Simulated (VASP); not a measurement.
# Au (Fm-3m) in VASP: further runs

Runs on Au. Level: PBE. Tasks: single point, relaxation of cell and atoms.

All numbers are computed with VASP 6.6.1; they aren't measurements. Logs are shortened: lines on timing, memory, paths and dates and some standing lists are left out, and cuts for length are marked.

**1. The cell of the first run**

It takes space group Fm-3m (No. 225, cubic). Conventional cell: a = 3.971 Å, b = 3.971 Å, c = 3.971 Å, α = 90.00°, β = 90.00°, γ = 90.00°. Within 3.7 Å of Au (site symmetry m-3m) lie 12 Au at 2.81 Å.

**2. Single point, PBE**

Input file INCAR:

```
ALGO = Fast
EDIFF = 1E-6
ENCUT = 520
GGA = PE
ISIF = 2
ISMEAR = 0
LASPH = T
LCHARG = F
LREAL = F
LWAVE = F
NBANDS = 12
NELM = 100
PREC = Accurate
SIGMA = 0.1
```

Input file KPOINTS:

```
k-points
0
Gamma
  8 8 8
```

Input file POSCAR:

```
Au
1.0
    0.0000000000      1.9854446169      1.9854446169
    1.9854446169      0.0000000000      1.9854446169
    1.9854446169      1.9854446169      0.0000000000
Au
1
Direct
    0.0000000000      0.0000000000      0.0000000000
```

Potentials or basis: VASP PAW PBE potentials, release 64 (Au).

Started as:

```
> cat potpaw_PBE.64/Au/POTCAR > POTCAR
> mpirun -np 1 vasp_std > vasp.out
```

OUTCAR:

```text
EDIFF = 1E-6
   ENCUT = 520
   GGA = PE
   ISIF = 2
   ISMEAR = 0
   LASPH = T
   LREAL = F
   NELM = 100
   PREC = Accurate

 ion  position               nearest neighbor table
   1  0.000  0.000  0.000-

  LATTYP: Found a face centered cubic cell.
 ALAT       =     3.9708892338

  Lattice vectors:

 A1 = (   0.0000000000,   1.9854446169,   1.9854446169)
 A2 = (   1.9854446169,   0.0000000000,   1.9854446169)
 A3 = (   1.9854446169,   1.9854446169,   0.0000000000)

Analysis of symmetry for initial positions (statically):
=====================================================================
 Subroutine PRICEL returns:
 Original cell was already a primitive cell.

 Routine SETGRP: Setting up the symmetry group for a
 face centered cubic supercell.

 Subroutine GETGRP returns: Found 48 space group operations
 (whereof 48 operations were pure point group operations)
 out of a pool of 48 trial point group operations.

The static configuration has the point symmetry O_h .

Analysis of symmetry for dynamics (positions and initial velocities):
=====================================================================
 Subroutine PRICEL returns:
 Original cell was already a primitive cell.

 Routine SETGRP: Setting up the symmetry group for a
 face centered cubic supercell.

 Subroutine GETGRP returns: Found 48 space group operations
 (whereof 48 operations were pure point group operations)
 out of a pool of 48 trial point group operations.

The dynamic configuration has the point symmetry O_h .

 Subroutine INISYM returns: Found 48 space group operations
 (whereof 48 operations are pure point group operations),
 and found     1 'primitive' translations

----------------------------------------------------------------------------------------

                                     Primitive cell

  volume of cell :      15.6532

  direct lattice vectors                    reciprocal lattice vectors
     0.000000000  1.985444617  1.985444617    -0.251832761  0.251832761  0.251832761
     1.985444617  0.000000000  1.985444617     0.251832761 -0.251832761  0.251832761
     1.985444617  1.985444617  0.000000000     0.251832761  0.251832761 -0.251832761

  length of vectors
     2.807842705  2.807842705  2.807842705     0.436187137  0.436187137  0.436187137

  position of ions in fractional coordinates (direct lattice)
     0.000000000  0.000000000  0.000000000

  ion indices of the primitive-cell ions
   primitive index   ion index
                 1           1

----------------------------------------------------------------------------------------

 KPOINTS: k-points

Automatic generation of k-mesh.
 Grid dimensions read from file:
 generate k-points for:    8    8    8

 Generating k-lattice:

  Cartesian coordinates                     Fractional coordinates (reciprocal lattice)
    -0.031479095  0.031479095  0.031479095     0.125000000  0.000000000  0.000000000
     0.031479095 -0.031479095  0.031479095     0.000000000  0.125000000  0.000000000
     0.031479095  0.031479095 -0.031479095     0.000000000  0.000000000  0.125000000

  Length of vectors
     0.054523392  0.054523392  0.054523392

  Shift w.r.t. Gamma in fractional coordinates (k-lattice)
     0.000000000  0.000000000  0.000000000

 Subroutine IBZKPT returns following result:
 ===========================================

 Found     29 irreducible k-points:

 Following reciprocal coordinates:
            Coordinates               Weight
  0.000000  0.000000  0.000000      1.000000
  0.125000  0.000000  0.000000      8.000000
  0.250000  0.000000  0.000000      8.000000
  0.375000  0.000000  0.000000      8.000000
  0.500000  0.000000  0.000000      4.000000
  0.125000  0.125000  0.000000      6.000000
[... 16 lines left out ...]
  0.500000  0.250000  0.125000     48.000000
 -0.375000  0.250000  0.125000     24.000000
 [... further k-points ...]
   k-points           NKPTS =     29   k-points in BZ     NKDIM =     29   number of bands    NBANDS=     12
   number of dos      NEDOS =    301   number of ions     NIONS =      1
   total plane-waves  NPLWV =  13824
   dimension x,y,z NGX =    24 NGY =   24 NGZ =   24
   dimension x,y,z NGXF=    48 NGYF=   48 NGZF=   48
   ions per type =               1
   NGX,Y,Z   is equivalent  to a cutoff of  14.21, 14.21, 14.21 a.u.
   NGXF,Y,Z  is equivalent  to a cutoff of  28.42, 28.42, 28.42 a.u.
 SYSTEM =  unknown system
   PREC   = accura    normal or accurate (medium, high low for compatibility)
   ISTART =      0    job   : 0-new  1-cont  2-samecut
   ICHARG =      2    charge: 1-file 2-atom 10-const
   ISPIN  =      1    spin polarized calculation?
   LNONCOLLINEAR =      F non collinear calculations
   LSORBIT =      F    spin-orbit coupling
   LASPH  =      T    aspherical Exc in radial PAW
   ENCUT  =  520.0 eV  38.22 Ry    6.18 a.u.   5.22  5.22  5.22*2*pi/ulx,y,z
   NELM   =    100;   NELMIN=  2; NELMDL= -5     # of ELM steps
   EDIFF  = 0.1E-05   stopping-criterion for ELM
   LREAL  =      F    real-space projection
[... 7 lines left out ...]
   TEBEG  =    0.0;   TEEND  =   0.0 temperature during run
   PSTRESS=    0.0 pullay stress
   NELECT =      11.0000    total number of electrons
   NUPDOWN=      -1.0000    fix difference up-down
   EMIN   =  10.00;   EMAX   =-10.00  energy-range for DOS
   EFERMI =   0.00;   METHOD = LEGACY
   ISMEAR =     0;   SIGMA  =   0.10  broadening in eV -4-tet -1-fermi 0-gaus
   EFERMI_NEDOS =   21; number of points for ismear=-14 and -15
   IALGO  =     68    algorithm
   IMIX   =      4    mixing-type and parameters
     AMIX     =   0.40;   BMIX     =  1.00
     AMIX_MAG =   1.60;   BMIX_MAG =  1.00
  volume/ion in A,a.u.               =      15.65       105.63
  Fermi-wavevector in a.u.,A,eV,Ry     =   1.455475  2.750448 28.822666  2.118406
  Thomas-Fermi vector in A             =   2.572505
   LORBIT       =      0    0 simple, 1 ext, 2 COOP (PROOUT), +10 PAW based schemes
   GGA     = PE    functional components
   LHFCALC =     F    Hartree Fock is set to
   AEXX    =    0.0000 exact exchange contribution
   IVDW    =     0    specifies the selected vdW correction
   LEPSILON=     F    determine dielectric tensor
   LRPA    =     F    only Hartree local field effects (RPA)
 non-spin polarized calculation
 RMM-DIIS sequential band-by-band and
 Gauss-broadening in eV      SIGMA  =   0.10
  energy-cutoff  :      520.00
  volume of cell :       15.65
 maximum number of plane-waves:       444
 NGX is ok and might be reduce to    24
   NGX = 11   NGY = 11   NGZ = 11

 number of electron      11.0000002 magnetization

 Free energy of the ion-electron system (eV)
  ---------------------------------------------------
  ext. energy  EPLUGINS =         0.00000000
  ---------------------------------------------------
  free energy    TOTEN  =        -2.99698412 eV

  energy without entropy =       -2.99379890  energy(sigma->0) =       -2.99539151

 E-fermi :  10.9926     XC(G=0): -13.2296

 val. band max:       10.9187503395   @ k =   0.5000   0.2500   0.1250
 cond. band min:      11.1739718770   @ k =   0.5000   0.3750   0.1250
 fundamental gap:      0.2552215374
 Fermi energy:        10.9926292090

 k-point     1 :       0.0000    0.0000    0.0000
  band No.  band energies     occupation
      1       0.1707      2.00000
      2       5.7933      2.00000
      3       5.7933      2.00000
      4       5.7933      2.00000
      5       7.5539      2.00000
      6       7.5539      2.00000
      7      25.3265      0.00000
      8      29.8215      0.00000
      9      29.8215      0.00000
     10      29.8215      0.00000
     11      35.0080      0.00000
     12      40.6889      0.00000

 k-point     2 :       0.1250    0.0000    0.0000
  band No.  band energies     occupation
      1       0.7448      2.00000
      2       5.6106      2.00000
      3       5.9808      2.00000
      4       5.9808      2.00000
      5       7.4812      2.00000
      6       7.4812      2.00000
      7      25.9910      0.00000
      8      27.2197      0.00000
      9      30.5848      0.00000
     10      30.5848      0.00000
     11      35.4955      0.00000
     12      38.0574      0.00000

 k-point     3 :       0.2500    0.0000    0.0000
  band No.  band energies     occupation
      1       2.0937      2.00000
      2       5.6120      2.00000
      3       6.1104      2.00000
      4       6.1104      2.00000
      5       7.7326      2.00000
      6       7.7326      2.00000
      7      22.7000      0.00000
      8      26.6253      0.00000
      9      31.9346      0.00000
     10      31.9346      0.00000
     11      33.3770      0.00000
     12      34.6988      0.00000
[... 286 lines left out ...]
 k-point    23 :       0.5000    0.2500    0.1250
  band No.  band energies     occupation
      1       3.9634      2.00000
      2       5.1941      2.00000
      3       5.4416      2.00000
      4       6.9733      2.00000
      5       8.3568      2.00000
      6      10.9188      1.70389
      7      18.4313      0.00000
      8      23.5632      0.00000
      9      25.8152      0.00000
     10      30.1126      0.00000
     11      34.1219      0.00000
     12      38.3888      0.00000

 k-point    24 :      -0.3750    0.2500    0.1250
  band No.  band energies     occupation
      1       3.9584      2.00000
      2       4.9902      2.00000
      3       6.2438      2.00000
      4       6.7386      2.00000
      5       8.7793      2.00000
      6      13.7018      0.00000
      7      14.4385      0.00000
      8      23.8593      0.00000
      9      24.5880      0.00000
     10      29.0845      0.00000
     11      35.7413      0.00000
     12      38.6961      0.00000

 [... further k-points ...]

------------------------ aborting loop because EDIFF is reached ----------------------------------------

  FORCE on cell =-STRESS in cart. coord.  units (eV):
  Direction    XX          YY          ZZ          XY          YZ          ZX
  --------------------------------------------------------------------------------------
  -------------------------------------------------------------------------------------
  Total        2.9200661      2.9200661      2.9200661      0.0000000      0.0000000      0.0000000
  in kB      298.8821210    298.8821210    298.8821210      0.0000000      0.0000000      0.0000000
  external PRESSURE =     298.8821210 kB  Pullay stress =       0.0000000 kB

 VOLUME and BASIS-vectors are now :
 -----------------------------------------------------------------------------
  energy-cutoff  :      520.00
  volume of cell :       15.65
      direct lattice vectors                 reciprocal lattice vectors
     0.000000000  1.985444617  1.985444617    -0.251832761  0.251832761  0.251832761
     1.985444617  0.000000000  1.985444617     0.251832761 -0.251832761  0.251832761
     1.985444617  1.985444617  0.000000000     0.251832761  0.251832761 -0.251832761

 POSITION                                       TOTAL-FORCE (eV/Angst)
 -----------------------------------------------------------------------------------
      0.00000      0.00000      0.00000         0.000000      0.000000     -0.000000
 -----------------------------------------------------------------------------------
    total drift:                               -0.000000      0.000000     -0.000000

  FREE ENERGIE OF THE ION-ELECTRON SYSTEM (eV)
  ---------------------------------------------------
  free  energy   TOTEN  =        -2.9969841245 eV

  energy  without entropy=       -2.9937989017  energy(sigma->0) =       -2.99539151
```

It took 5.2 s on 1 thread of Intel Xeon 6975P-C (Granite Rapids), shared host; peak memory 0.13 GiB.

What came out:

```yaml
Free_energy: -2.9970 eV
Pressure: 29.9 GPa
```

Caveat: spin-orbit coupling is left out, which moves the levels of the heavy elements.

**3. Single point, PBE**

This run uses another cell than the first one, of 18.06 Å³/atom, 1.153 times its volume.

Input file INCAR:

```
ALGO     = Fast           # electronic algorithm
EDIFF    = 1E-6           # SCF threshold, eV
ENCUT    = 520            # plane-wave cutoff, eV
GGA      = PE             # functional
ISIF     = 2              # what is computed and relaxed
ISMEAR   = 0              # smearing method
LASPH    = True           # aspherical terms in the spheres
LCHARG   = False          # write CHGCAR
LREAL    = False          # projectors in reciprocal space
LWAVE    = False          # write WAVECAR
NBANDS   = 12             # bands
NELM     = 80             # most SCF steps
PREC     = Accurate       # precision mode
SIGMA    = 0.1            # smearing width, eV
```

KPOINTS is that of step 2.

Input file POSCAR:

```
Au
1.0
    0.0000000000      2.0822350420      2.0822350420
    2.0822350420      0.0000000000      2.0822350420
    2.0822350420      2.0822350420      0.0000000000
Au
1
Direct
    0.0000000000      0.0000000000      0.0000000000
```

Potentials or basis: VASP PAW PBE potentials, release 64 (Au).

Started as:

```
> cat potpaw_PBE.64/Au/POTCAR > POTCAR
> mpirun -np 1 vasp_std > vasp.out
```

Wall time 3.5 s (1 thread of Intel Xeon 6975P-C (Granite Rapids), shared host); peak memory 0.13 GiB.

The run converged. Its results:

| Property | Result |
| --- | --- |
| Free energy | -3.1881 eV |
| Pressure | -0.1 GPa |

Levels at points of the mesh, in eV from the Fermi level:
```csv
k point,band 3,band 4,band 5,band 6,band 7,band 8,band 9,band 10
"(0.00, 0.00, 0.00)",-4.29,-4.29,-2.92,-2.92,14.69,18.35,18.35,18.35
"(0.50, 0.00, 0.00)",-4.32,-1.84,-1.84,-0.59,2.87,14.12,16.79,16.79
"(0.50, 0.50, 0.00)",-1.88,-1.55,-1.55,1.28,5.42,9.94,9.94,16.69
```

Caveat: spin-orbit coupling is left out, which moves the levels of the heavy elements.

**4. Relaxation of cell and atoms, PBE**

Input file INCAR:

```
PREC = Accurate
ENCUT = 600
EDIFF = 1E-6
ISMEAR = 0
SIGMA = 0.1
LREAL = False
LASPH = True
NELM = 80
ALGO = Normal
ISIF = 3
LWAVE = False
LCHARG = False
GGA = PE
IBRION = 2
NSW = 80
EDIFFG = -0.05
```

Input file KPOINTS:

```
Automatic mesh
0
Gamma
  8 8 8
```

Input file POSCAR:

```
Au
1.0
    0.0000000000      1.9854446169      1.9854446169
    1.9854446169      0.0000000000      1.9854446169
    1.9854446169      1.9854446169      0.0000000000
Au
1
Direct
    0.0000000000      0.0000000000      0.0000000000
```

Started as:

```
> cat potpaw_PBE.64/Au/POTCAR > POTCAR
> mpirun -np 1 vasp_std > vasp.out
```

Run time: 14 s. Hardware: 1 thread of Intel Xeon 6975P-C (Granite Rapids), shared host; peak memory 0.14 GiB.

It converged, with:

- Free energy: -3.1870 eV
- Relaxed volume: 18.03 Å³/atom
- Relaxed cell: a = 2.943 Å, b = 2.943 Å, c = 2.943 Å, α = 60.00°, β = 60.00°, γ = 60.00°
- Space group after relaxing (to 0.05 Å): Fm-3m (No. 225)
- Energy gained by relaxing: 189.8 meV/atom
- Ionic steps: 5
- Pressure after relaxing: 0.0 GPa

Step by step:
| step | energy change (eV) | largest force (eV/Å) | pressure (GPa) | volume (Å³) |
| --- | --- | --- | --- | --- |
| 1 | 0.0000 | 0.0000 | 29.95 | 15.65 |
| 2 | 0.1665 | 0.0000 | -16.01 | 23.26 |
| 3 | -0.1887 | 0.0000 | -1.57 | 18.25 |
| 4 | -0.1897 | 0.0000 | -0.47 | 18.09 |
| 5 | -0.1898 | 0.0000 | 0.04 | 18.03 |

Final structure:
```
Au
1.0
     0.00000    2.08123    2.08123
     2.08123    0.00000    2.08123
     2.08123    2.08123    0.00000
Au
1
Direct
  0.00000 0.00000 0.00000
```

Levels at points of the mesh, in eV from the Fermi level:
```csv
k point,band 4,band 5,band 6,band 7,band 8,band 9
"(0.00, 0.00, 0.00)",-4.30,-2.92,-2.92,14.68,18.36,18.36
"(0.50, 0.00, 0.00)",-1.84,-1.84,-0.60,2.88,14.12,16.80
"(0.50, 0.50, 0.00)",-1.55,-1.55,1.28,5.43,9.95,9.95
```

Caveat: the volume moved by over 15 % at a fixed basis, so the end points are rough; spin-orbit coupling is left out, which moves the levels of the heavy elements.

**5. Summary**

| task | cell | cutoff (eV) | gap on the mesh (eV) | pressure (GPa) |
| --- | --- | --- | --- | --- |
| single point | a = 2.808 Å, angles 60.0°, 1 atom | 520 | none | 29.9 |
| single point | a = 2.945 Å, angles 60.0°, 1 atom | 520 | none | -0.1 |
| relaxation of cell and atoms | relaxed from a = 2.808 Å, angles 60.0°, 1 atom | 600 | none | 0.0 |

Alike in all rows: level PBE; potentials or basis VASP PAW PBE potentials, release 64 (Au); no spin polarisation; k mesh 8 × 8 × 8; smearing gaussian 0.1 eV.

Caveats: spin-orbit coupling is left out, which moves the levels of the heavy elements; the volume moved by over 15 % at a fixed basis, so the end points are rough (some runs).

Absolute energies hang on the potentials; compare differences alone.
